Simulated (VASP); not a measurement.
# Ta (Fm-3m) in VASP: single point with LDA

Aim: the single point of Ta with LDA.

Program: VASP 6.6.1. These are calculated values, not measurements. Logs are shortened: lines on timing, memory, paths and dates and some standing lists are left out, and cuts for length are marked.

## 1. The cell of the first run

The structure is cubic, space group Fm-3m (No. 225). The conventional cell has a = 4.143 Å, b = 4.143 Å, c = 4.143 Å, α = 90.00°, β = 90.00°, γ = 90.00°. Ta (site symmetry m-3m) has 12 Ta at 2.93 Å within 3.9 Å.

## 2. Single point, LDA

INCAR reads:

```
SYSTEM = Ta
PREC = Accurate ; ENCUT = 520
EDIFF = 1E-7 ; ISMEAR = -1
SIGMA = 0.1 ; LREAL = .False.
LASPH = .True. ; NELM = 60
ALGO = Normal ; ISIF = 2
LWAVE = .False. ; LCHARG = .False.
NBANDS = 12
```

KPOINTS reads:

```
Automatic mesh
0
Gamma
  16 16 16
  0 0 0
```

POSCAR reads:

```
Ta
1.0
    0.0000000000      2.0713815501      2.0713815501
    2.0713815501      0.0000000000      2.0713815501
    2.0713815501      2.0713815501      0.0000000000
Ta
1
Direct
    0.0000000000      0.0000000000      0.0000000000
```

Potentials or basis: VASP PAW LDA potentials, release 64 (Ta_pv).

Launch:

```sh
cat potpaw_LDA.64/Ta_pv/POTCAR > POTCAR
mpirun -np 1 vasp_std > vasp.out
```

OUTCAR:

```text
SYSTEM = Ta
   PREC = Accurate
   ENCUT = 520
   EDIFF = 1E-7
   ISMEAR = -1
   LREAL = .False.
   LASPH = .True.
   NELM = 60
   ISIF = 2

 ion  position               nearest neighbor table
   1  0.000  0.000  0.000-

  LATTYP: Found a face centered cubic cell.
 ALAT       =     4.1427631002

  Lattice vectors:

 A1 = (   0.0000000000,   2.0713815501,   2.0713815501)
 A2 = (   2.0713815501,   0.0000000000,   2.0713815501)
 A3 = (   2.0713815501,   2.0713815501,   0.0000000000)

Analysis of symmetry for initial positions (statically):
=====================================================================
 Subroutine PRICEL returns:
 Original cell was already a primitive cell.

 Routine SETGRP: Setting up the symmetry group for a
 face centered cubic supercell.

 Subroutine GETGRP returns: Found 48 space group operations
 (whereof 48 operations were pure point group operations)
 out of a pool of 48 trial point group operations.

The static configuration has the point symmetry O_h .

Analysis of symmetry for dynamics (positions and initial velocities):
=====================================================================
 Subroutine PRICEL returns:
 Original cell was already a primitive cell.

 Routine SETGRP: Setting up the symmetry group for a
 face centered cubic supercell.

 Subroutine GETGRP returns: Found 48 space group operations
 (whereof 48 operations were pure point group operations)
 out of a pool of 48 trial point group operations.

The dynamic configuration has the point symmetry O_h .

 Subroutine INISYM returns: Found 48 space group operations
 (whereof 48 operations are pure point group operations),
 and found     1 'primitive' translations

----------------------------------------------------------------------------------------

                                     Primitive cell

  volume of cell :      17.7750

  direct lattice vectors                    reciprocal lattice vectors
     0.000000000  2.071381550  2.071381550    -0.241384790  0.241384790  0.241384790
     2.071381550  0.000000000  2.071381550     0.241384790 -0.241384790  0.241384790
     2.071381550  2.071381550  0.000000000     0.241384790  0.241384790 -0.241384790

  length of vectors
     2.929375881  2.929375881  2.929375881     0.418090720  0.418090720  0.418090720

  position of ions in fractional coordinates (direct lattice)
     0.000000000  0.000000000  0.000000000

  ion indices of the primitive-cell ions
   primitive index   ion index
                 1           1

----------------------------------------------------------------------------------------

 KPOINTS: Automatic mesh

Automatic generation of k-mesh.
 Grid dimensions read from file:
 generate k-points for:   16   16   16

 Generating k-lattice:

  Cartesian coordinates                     Fractional coordinates (reciprocal lattice)
    -0.015086549  0.015086549  0.015086549     0.062500000  0.000000000  0.000000000
     0.015086549 -0.015086549  0.015086549     0.000000000  0.062500000  0.000000000
     0.015086549  0.015086549 -0.015086549     0.000000000  0.000000000  0.062500000

  Length of vectors
     0.026130670  0.026130670  0.026130670

  Shift w.r.t. Gamma in fractional coordinates (k-lattice)
     0.000000000  0.000000000  0.000000000

 Subroutine IBZKPT returns following result:
 ===========================================

 Found    145 irreducible k-points:

 Following reciprocal coordinates:
            Coordinates               Weight
  0.000000  0.000000  0.000000      1.000000
  0.062500  0.000000  0.000000      8.000000
  0.125000  0.000000  0.000000      8.000000
  0.187500  0.000000  0.000000      8.000000
  0.250000  0.000000  0.000000      8.000000
  0.312500  0.000000  0.000000      8.000000
[... 16 lines left out ...]
 -0.125000  0.062500  0.000000     24.000000
 -0.062500  0.062500  0.000000     12.000000
 [... further k-points ...]
   k-points           NKPTS =    145   k-points in BZ     NKDIM =    145   number of bands    NBANDS=     12
   number of dos      NEDOS =    301   number of ions     NIONS =      1
   total plane-waves  NPLWV =  13824
   dimension x,y,z NGX =    24 NGY =   24 NGZ =   24
   dimension x,y,z NGXF=    48 NGYF=   48 NGZF=   48
   ions per type =               1
   NGX,Y,Z   is equivalent  to a cutoff of  13.62, 13.62, 13.62 a.u.
   NGXF,Y,Z  is equivalent  to a cutoff of  27.24, 27.24, 27.24 a.u.
 SYSTEM =  Ta
   PREC   = accura    normal or accurate (medium, high low for compatibility)
   ISTART =      0    job   : 0-new  1-cont  2-samecut
   ICHARG =      2    charge: 1-file 2-atom 10-const
   ISPIN  =      1    spin polarized calculation?
   LNONCOLLINEAR =      F non collinear calculations
   LSORBIT =      F    spin-orbit coupling
   LASPH  =      T    aspherical Exc in radial PAW
   ENCUT  =  520.0 eV  38.22 Ry    6.18 a.u.   5.45  5.45  5.45*2*pi/ulx,y,z
   NELM   =     60;   NELMIN=  2; NELMDL= -5     # of ELM steps
   EDIFF  = 0.1E-06   stopping-criterion for ELM
   LREAL  =      F    real-space projection
   EDIFFG = 0.1E-05   stopping-criterion for IOM
   NSW    =      0    number of steps for IOM
   IBRION =     -1    ionic relax: 0-MD 1-quasi-New 2-CG
   NFREE  =      0    steps in history (QN), initial steepest desc. (CG)
   ISIF   =      2    stress and relaxation
   ISYM   =      2    0-nonsym 1-usesym 2-fastsym
   POTIM  = 0.5000    time-step for ionic-motion
   TEBEG  =    0.0;   TEEND  =   0.0 temperature during run
   PSTRESS=    0.0 pullay stress
   NELECT =      11.0000    total number of electrons
   NUPDOWN=      -1.0000    fix difference up-down
   EMIN   =  10.00;   EMAX   =-10.00  energy-range for DOS
   EFERMI =   0.00;   METHOD = LEGACY
   ISMEAR =    -1;   SIGMA  =   0.10  broadening in eV -4-tet -1-fermi 0-gaus
   EFERMI_NEDOS =   21; number of points for ismear=-14 and -15
   IALGO  =     38    algorithm
   IMIX   =      4    mixing-type and parameters
     AMIX     =   0.40;   BMIX     =  1.00
     AMIX_MAG =   1.60;   BMIX_MAG =  1.00
  volume/ion in A,a.u.               =      17.78       119.95
  Fermi-wavevector in a.u.,A,eV,Ry     =   1.395090  2.636338 26.480702  1.946277
  Thomas-Fermi vector in A             =   2.518576
   LORBIT       =      0    0 simple, 1 ext, 2 COOP (PROOUT), +10 PAW based schemes
   GGA     = CA    functional components
   LHFCALC =     F    Hartree Fock is set to
   AEXX    =    0.0000 exact exchange contribution
   IVDW    =     0    specifies the selected vdW correction
   LEPSILON=     F    determine dielectric tensor
   LRPA    =     F    only Hartree local field effects (RPA)
 non-spin polarized calculation
  energy-cutoff  :      520.00
  volume of cell :       17.78
 maximum number of plane-waves:       531
 NGX is ok and might be reduce to    24
   NGX = 11   NGY = 11   NGZ = 11

 number of electron      11.0000000 magnetization

 Free energy of the ion-electron system (eV)
  ---------------------------------------------------
  ext. energy  EPLUGINS =         0.00000000
  ---------------------------------------------------
  free energy    TOTEN  =       -12.55659792 eV

  energy without entropy =      -12.51570609  energy(sigma->0) =      -12.53615200

 E-fermi :   5.8994     XC(G=0): -12.8656

 val. band max:        5.8883743139   @ k =  -0.0625   0.0625   0.0000
 cond. band min:       5.9120073728   @ k =   0.3750   0.2500   0.0000
 fundamental gap:      0.0236330589
 Fermi energy:         5.8993511783

 k-point     1 :       0.0000    0.0000    0.0000
  band No.  band energies     occupation
      1     -27.3505      2.00000
      2     -27.3505      2.00000
      3     -27.3505      2.00000
      4      -2.3838      2.00000
      5       6.2669      0.04944
      6       6.2669      0.04944
      7       6.2669      0.04944
      8       9.4557      0.00000
      9       9.4557      0.00000
     10      18.6130      0.00000
     11      19.2049      0.00000
     12      23.6702      0.00000

 k-point     2 :       0.0625    0.0000    0.0000
  band No.  band energies     occupation
      1     -27.4020      2.00000
      2     -27.3568      2.00000
      3     -27.3568      2.00000
      4      -2.2148      2.00000
      5       6.1237      0.19189
      6       6.3474      0.02241
      7       6.3474      0.02241
      8       9.3748      0.00000
      9       9.3748      0.00000
     10      18.9652      0.00000
     11      19.2048      0.00000
     12      22.8631      0.00000

 k-point     3 :       0.1250    0.0000    0.0000
  band No.  band energies     occupation
      1     -27.5465      2.00000
      2     -27.3750      2.00000
      3     -27.3750      2.00000
      4      -1.7315      2.00000
      5       5.7686      1.57414
      6       6.5469      0.00308
      7       6.5469      0.00308
      8       9.2081      0.00000
      9       9.2081      0.00000
     10      19.2041      0.00000
     11      19.8460      0.00000
     12      21.5908      0.00000
[... 286 lines left out ...]
 k-point    23 :      -0.1250    0.0625    0.0000
  band No.  band energies     occupation
      1     -27.6315      2.00000
      2     -27.4221      2.00000
      3     -27.3736      2.00000
      4      -1.3722      2.00000
      5       5.5087      1.96058
      6       6.6788      0.00082
      7       6.7044      0.00064
      8       8.7486      0.00000
      9       9.5095      0.00000
     10      19.2036      0.00000
     11      20.4097      0.00000
     12      21.3324      0.00000

 k-point    24 :      -0.0625    0.0625    0.0000
  band No.  band energies     occupation
      1     -27.4739      2.00000
      2     -27.3860      2.00000
      3     -27.3588      2.00000
      4      -1.9402      2.00000
      5       5.8884      1.05483
      6       6.4637      0.00705
      7       6.5022      0.00481
      8       9.0709      0.00000
      9       9.4517      0.00000
     10      19.2045      0.00000
     11      19.5173      0.00000
     12      22.2147      0.00000

 [... further k-points ...]
[... 5 lines left out ...]
  --------------------------------------------------------------------------------------
  -------------------------------------------------------------------------------------
  Total        0.0815186      0.0815186      0.0815186      0.0000000     -0.0000000      0.0000000
  in kB        7.3477943      7.3477943      7.3477943      0.0000000     -0.0000000      0.0000000
  external PRESSURE =       7.3477943 kB  Pullay stress =       0.0000000 kB

 VOLUME and BASIS-vectors are now :
 -----------------------------------------------------------------------------
  energy-cutoff  :      520.00
  volume of cell :       17.78
      direct lattice vectors                 reciprocal lattice vectors
     0.000000000  2.071381550  2.071381550    -0.241384790  0.241384790  0.241384790
     2.071381550  0.000000000  2.071381550     0.241384790 -0.241384790  0.241384790
     2.071381550  2.071381550  0.000000000     0.241384790  0.241384790 -0.241384790

 POSITION                                       TOTAL-FORCE (eV/Angst)
 -----------------------------------------------------------------------------------
      0.00000      0.00000      0.00000         0.000000     -0.000000      0.000000
 -----------------------------------------------------------------------------------
    total drift:                                0.000000      0.000000      0.000000

  FREE ENERGIE OF THE ION-ELECTRON SYSTEM (eV)
  ---------------------------------------------------
  free  energy   TOTEN  =       -12.5565979172 eV

  energy  without entropy=      -12.5157060869  energy(sigma->0) =      -12.53615200
```

Wall time 7.7 s (1 thread of Intel Xeon 6975P-C (Granite Rapids), shared host); peak memory 0.15 GiB.

Results:

* Free energy: -12.5566 eV
* Pressure: 0.7 GPa

Caveat: spin-orbit coupling is left out, which moves the levels of the heavy elements.
